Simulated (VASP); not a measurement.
## AlN: single point with PBE

The system is AlN.

```
CELL_PARAMETERS angstrom
0.01954 2.18257 2.18257
2.18257 0.01954 2.18257
2.18257 2.18257 0.01954
ATOMIC_POSITIONS crystal
Al 0.00061 0.00061 0.00061
N 0.24939 0.24939 0.24939
```

This cell differs from its parent crystal: epitaxial 111 strain -1.0%.

| Item | Value |
| --- | --- |
| Program | VASP 6.6.1 |
| Task | single point |
| Functional | PBE |
| Potentials or basis | VASP PAW PBE potentials, release 64 (Al, N) |
| Cutoff | 520 eV |
| k mesh | 6 × 6 × 6 |
| Occupations | gaussian, width 0.01 eV |
| Spin | no spin polarisation |

| Quantity | Value |
| --- | --- |
| Pressure | 8.0 GPa |
| Largest force | 0.011 eV/Å |
| Band gap on the k mesh | 3.28 eV, indirect (least direct gap 4.29 eV) |

Forces in eV/Å, atoms in the order of the input:
```
Al   0.007  0.007  0.007
N   -0.007 -0.007 -0.007
```

Stress tensor (GPa, compression positive):
```
 7.96 -1.74 -1.74
-1.74  7.96 -1.74
-1.74 -1.74  7.96
```

Levels at points of the mesh, in eV from the valence-band top:
| k point | band 1 | band 2 | band 3 | band 4 | band 5 | band 6 | band 7 | band 8 |
| --- | --- | --- | --- | --- | --- | --- | --- | --- |
| (0.00, 0.00, 0.00) | -15.11 | -0.12 | 0.00 | 0.00 | 4.29 | 12.44 | 12.79 | 12.79 |
| (0.50, 0.00, 0.00) | -13.00 | -5.94 | -0.57 | -0.51 | 7.44 | 9.92 | 11.08 | 11.24 |
| (0.50, 0.50, 0.00) | -12.37 | -4.99 | -1.90 | -1.76 | 3.28 | 8.67 | 14.12 | 15.86 |
| (0.50, 0.50, 0.50) | -13.07 | -6.02 | -0.45 | -0.45 | 7.59 | 9.92 | 11.35 | 11.35 |

It took 5.2 s on 1 thread of Intel(R) Xeon(R) Platinum 8259CL CPU @ 2.50GHz (Skylake/Cascade Lake) (shared host), peak memory 0.13 GiB.

Caveat: the cell differs from its parent crystal (epitaxial 111 strain -1.0%). A k mesh can miss the band edges.
